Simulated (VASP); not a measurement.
Input of a VASP 6.6.1 run:

Contents of INCAR:

```
PREC = Accurate
ENCUT = 600
EDIFF = 1E-6
ISMEAR = 0
SIGMA = 0.1
LREAL = False
LASPH = True
NELM = 80
ALGO = Normal
ISIF = 3
LWAVE = False
LCHARG = False
GGA = PE
IBRION = 2
NSW = 90
EDIFFG = -0.04
```

Contents of KPOINTS:

```
Automatic mesh
0
Gamma
  6 6 4
```

File POSCAR:

```
B5Ru
1.0
    3.1783294000      0.0000000000      0.0000000000
   -1.5891647000      2.7525140000      0.0000000000
    0.0000000000      0.0000000000      5.3595682500
B Ru
5 1
Direct
    0.5000000000      0.0000000000      0.0000000000
    0.0000000000      0.5000000000      0.0000000000
    0.5000000000      0.5000000000      0.0000000000
    0.0000000000      0.0000000000      0.8272128400
    0.0000000000      0.0000000000      0.1727871600
    0.0000000000      0.0000000000      0.5000000000
```

Potentials or basis: VASP PAW PBE potentials, release 64 (B, Ru_pv).

Command:

```bash
$ cat potpaw_PBE.64/B/POTCAR potpaw_PBE.64/Ru_pv/POTCAR > POTCAR
$ mpirun -np 1 vasp_std > vasp.out
```

Task: Predict the relaxed volume.

Result: 9.93 Å³/atom.

Task: What does it give for the space group after relaxing (to 0.1 Å)?

Result: P6/mmm (No. 191).

Task: Predict the band gap on the k mesh.

Result: Zero (an odd number of electrons rules out a gap without spin polarisation).

Task: Predict the relaxed cell.

Result: a = 3.242 Å, b = 3.242 Å, c = 6.544 Å, α = 90.00°, β = 90.00°, γ = 120.00°.

Step by step:
```csv
step,energy change (eV),largest force (eV/Å),pressure (GPa),volume (Å³)
1,0.0000,2.8260,61.59,46.89
2,-1.5203,2.7993,-16.88,69.73
3,-2.5057,2.8936,1.62,58.23
4,-3.1779,1.4500,-4.39,60.68
5,-3.3032,0.5559,-6.24,61.80
6,-3.3150,0.1193,-6.84,62.30
7,-3.3570,0.3973,3.11,58.74
8,-3.3795,0.2303,-0.82,60.03
9,-3.3843,0.0669,-0.13,59.69
10,-3.3847,0.0096,0.09,59.58
```

Caveat: the k points lie up to 0.37 Å⁻¹ apart in the final cell, too coarse for converged energies and pressures of a metal; the volume moved by over 15 % at a fixed basis, so the end points are rough.
